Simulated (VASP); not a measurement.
Crystal: KAgCl2.

```
K Ag Cl
1.0
     2.09824    1.21142    6.67169
    -2.09824    1.21142    6.67169
     0.00000   -2.42284    6.67169
K Ag Cl
1 1 2
Direct
  0.00000 0.00000 0.00000
  0.50000 0.50000 0.50000
  0.23835 0.23835 0.23835
  0.76165 0.76165 0.76165
```

Base run:

* Program: VASP 6.6.1
* Functional: PBE
* Potentials or basis: VASP PAW PBE potentials, release 64 (K_sv, Ag, Cl)
* Cutoff: 520 eV
* k mesh: 6 × 6 × 6
* Occupations: gaussian, width 0.01 eV
* Spin: no spin polarisation

Its results: band gap on the k mesh 2.57 eV (least direct gap 2.69 eV); pressure 1.1 GPa; largest force 0.004 eV/Å.

Problem. The run is repeated on the same cell with these changes: functional from PBE to r2SCAN. What comes out?

Solution. Band gap on the k mesh 3.08 eV (least direct gap 3.19 eV); pressure 0.0 GPa; largest force 0.006 eV/Å.

Caveats: the PAW data sets were made with another functional, which shifts forces and pressure a little (at least some runs).

A k mesh can miss the band edges.
